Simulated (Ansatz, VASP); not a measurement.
# Two plane-wave programs on ZnCu

```xyz
2
Lattice="2.9759 0.2028 0.2028 0.2028 2.9759 0.2028 0.2028 0.2028 2.9759" Properties=species:S:1:pos:R:3 pbc="T T T"
Zn    1.6907    1.6907    1.6907
Cu    0.0000    0.0000    0.0000
```

Alike in both runs: task single point; functional PBE; k mesh 16 × 16 × 16; occupations gaussian, width 0.15 eV; no spin polarisation.

```csv
,VASP,Ansatz
version,VASP 6.6.1,Ansatz 0.2.0
potentials or method,"VASP PAW PBE potentials, release 64 (Zn, Cu), cutoff 520 eV","scalar-relativistic, plane waves, PAW"
valence electrons in the cell,23,31
```

Ansatz gave:

- gap on the k mesh at the Fermi level (eV): none
- pressure (GPa): 4.7
- traceless stress, the component that is largest in VASP (GPa): -6.33

Q: Estimate VASP's values.

A: gap on the k mesh at the Fermi level (eV): none; pressure (GPa): 5.3; traceless stress, the component that is largest in VASP (GPa): -6.40.

A gap of «none» marks a metal or a gap that the smearing closes. The functional is the same, so the differences come from potentials, cutoffs and numerics. VASP's potentials hold 23 valence electrons a cell and Ansatz's 31, so a difference there can come from the potentials and not from the codes.
